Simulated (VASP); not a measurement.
Runs of VASP 6.6.1 on ZnCu. The structure is that of space group Pm-3m (No. 221), or close to it. The cells are those of the table. 

```csv
task,level,potentials or basis,spin,cell,k mesh,gap on the mesh (eV),pressure (GPa)
electric field gradients,PBE,"VASP PAW PBE potentials, release 64 (Zn, Cu)",off,"a = 2.925 Å, 2 atoms",14 × 14 × 14,none,5.5
electric field gradients,LDA,"VASP PAW LDA potentials, release 64 (Zn, Cu)",off,"a = 2.945 Å, 2 atoms",14 × 14 × 14,none,(b)
electric field gradients,PBEsol,"VASP PAW PBE potentials, release 64 (Zn, Cu)",off,"a = 2.945 Å, 2 atoms",14 × 14 × 14,none,-4.1
electric field gradients,PBE,"VASP PAW PBE potentials, release 64 (Zn, Cu)",off,"a = 2.945 Å, 2 atoms",14 × 14 × 14,none,2.8
single point,PBE+D4,"VASP PAW PBE potentials, release 64 (Zn, Cu)",off,"a = 2.885 Å, 2 atoms","14 × 14 × 14, shifted",none,6.1
electric field gradients,PBE,"VASP PAW PBE potentials, release 64 (Zn, Cu)",off,"a = 3.003 Å, 2 atoms",14 × 14 × 14,none,-3.7
single point,PBE,"VASP PAW PBE potentials, release 64 (Zn, Cu)",off,"a = 2.885 Å, 2 atoms",14 × 14 × 14,none,11.8
single point,PBE,"VASP PAW PBE potentials, release 64 (Zn, Cu)",off,"a = 2.965 Å, 2 atoms",14 × 14 × 14,none,(a)
electric field gradients,PBE,"VASP PAW PBE potentials, release 64 (Zn, Cu)",off,"a = 2.885 Å, 2 atoms",14 × 14 × 14,none,11.9
single point,PBE,"VASP PAW PBE potentials, release 64 (Zn, Cu)",off,"a = 3.003 Å, 2 atoms",14 × 14 × 14,none,-3.7
single point,PBE,"VASP PAW PBE potentials, release 64 (Zn, Cu)","non-collinear, zero start, SOC","a = 2.945 Å, 2 atoms",14 × 14 × 14,-,2.8
```

Alike in all rows: cutoff (eV) 520; smearing fermi-dirac 0.05 eV.

**Question.** Estimate the missing entries.

**Answer.** (a) 0.4; (b) -9.1.

Caveats: the PAW data sets were made with another functional, which shifts forces and pressure a little (some runs); pairwise dispersion overbinds metals, which lowers pressure and volume (some runs).

A gap of «none» marks levels without a gap at the run's occupations.
